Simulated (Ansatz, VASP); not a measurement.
**One calculation of InSe, two programs**

File INCAR:

```
SYSTEM = InSe
  ALGO = Normal
  EDIFF = 1E-8
  ENCUT = 520
  GGA = PS
  ISIF = 2
  ISMEAR = -1
  LASPH = .TRUE.
  LCHARG = .FALSE.
  LEFG = .TRUE.
  LREAL = .FALSE.
  LWAVE = .FALSE.
  NBANDS = 27
  NELM = 60
  PREC = Accurate
  SIGMA = 0.02
```

File KPOINTS:

```
k-points
0
G
  7 7 6
  0 0 0
```

File POSCAR:

```
InSe
1.0
    5.9829888098     -2.0953043501      0.0000000000
    5.9829888098      2.0953043501      0.0000000000
   -1.6307847522      0.0000000000      4.4084555117
In Se
2 2
Direct
    0.8840000000      0.8840000000      0.0050000000
    0.1160000000      0.1160000000      0.9950000000
    0.6600000000      0.6600000000      0.6420000000
    0.3400000000      0.3400000000      0.3580000000
```

Input for Ansatz:

```yaml
crystal:
  lattice:
    - [5.9829888098, -2.0953043501, 0.0]
    - [5.9829888098, 2.0953043501, 0.0]
    - [-1.6307847522, 0.0, 4.4084555117]
  atoms:
    - { symbol: In, position: [0.884, 0.884, 0.005] }
    - { symbol: In, position: [0.116, 0.116, 0.995] }
    - { symbol: Se, position: [0.66, 0.66, 0.642] }
    - { symbol: Se, position: [0.34, 0.34, 0.358] }
kpoints:
  mp_grid: { grid: [7, 7, 6] }
scf:
  occupations: { method: fermi_dirac, width: 0.02 }
hamiltonian:
  xc: pbesol
  pseudopotentials: { kind: all_electron, datasets: crystal }
output:
  forces: true
  stress: true
  eigenvalues: true
  efg: { contact_densities: true }
```

Change from the starting cell: volume scaled by 1.06, crystal datasets.

Alike in both runs: task electric field gradients; functional PBEsol; k mesh 7 × 7 × 6; occupations fermi-dirac, width 0.02 eV; no spin polarisation.

```csv
,VASP,Ansatz
version,VASP 6.6.1,Ansatz 0.2.0
potentials or method,"VASP PAW PBE potentials, release 64 (In_d, Se), cutoff 520 eV","all-electron PAW with datasets made for the crystal, scalar-relativistic"
```

|  | VASP | Ansatz | Ansatz less VASP |
| --- | --- | --- | --- |
| gap on the k mesh at the Fermi level (eV) | 0.76 | 0.77 | +0.004 |
| pressure (GPa) | -3.1 | -3.1 | -0.04 |
| traceless stress, the component that is largest in VASP (GPa) | 1.53 | 1.51 | -0.018 |
| rms of the force components (eV/Å) | 0.357 | 0.360 | +0.0034 |
| size of Vzz on the site where it differs most (V/Å²) | 80.8 | 84.7 | +3.92 |

VASP's potentials were made for PBE, not for PBEsol. Atom by atom the forces differ by 0.008 eV/Å (rms over components). Ansatz ran all-electron here, and VASP with PAW potentials.
